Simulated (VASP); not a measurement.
A run of VASP 6.6.1 is set up as follows.

The input POSCAR:

```
Te
1.0
    4.6324895870      0.0000000000      0.0000000000
   -2.3162447935      4.0118536651      0.0000000000
    0.0000000000      0.0000000000      5.8869033494
Te
3
Direct
    0.2535874851      0.0000000000      0.3333333333
    1.0000000000      0.2535874851      0.6666666667
    0.7464125149      0.7464125149      0.0000000000
```

The input INCAR.step1:

```
SYSTEM = Te
ALGO = Normal
EDIFF = 1E-5
ENCUT = 550
GGA = PE
GGA_COMPAT = .FALSE.
ISMEAR = -1
LASPH = .TRUE.
LCHARG = .FALSE.
LREAL = .FALSE.
LWAVE = .TRUE.
NBANDS = 16
NELM = 120
PREC = Accurate
SIGMA = 0.03
```

File INCAR.step2:

```
SYSTEM = Te
ALGO = Normal
EDIFF = 1E-6
ENCUT = 550
GGA_COMPAT = .FALSE.
ISIF = 2
ISMEAR = -1
ISTART = 1
LASPH = .TRUE.
LCHARG = .TRUE.
LELF = .TRUE.
LMIXTAU = .TRUE.
LREAL = .FALSE.
LVHAR = .TRUE.
LWAVE = .FALSE.
METAGGA = R2SCAN
NBANDS = 16
NELM = 120
PREC = Accurate
SIGMA = 0.03
```

Contents of KPOINTS:

```
k-points
0
G
  8 8 6
  0 0 0
```

Potentials or basis: VASP PAW PBE potentials, release 64 (Te).

Command:

```bash
$ cat potpaw_PBE.64/Te/POTCAR > POTCAR
$ cp INCAR.step1 INCAR
$ mpirun -np 1 vasp_std > vasp.out
$ cp INCAR.step2 INCAR
$ mpirun -np 1 vasp_std > vasp.out
```

Estimate the pressure.

0.0 GPa.

Estimate the band gap on the k mesh.

0.78 eV.

What does it give for the largest force?

0.019 eV/Å.

Forces in eV/Å, atoms in the order of the input:
```
Te   0.019  0.000  0.000
Te  -0.010  0.017  0.000
Te  -0.010 -0.017  0.000
```

Caveat: the PAW data sets were made with another functional, which shifts forces and pressure a little; spin-orbit coupling is left out, which moves the levels of the heavy elements. A k mesh can miss the band edges.
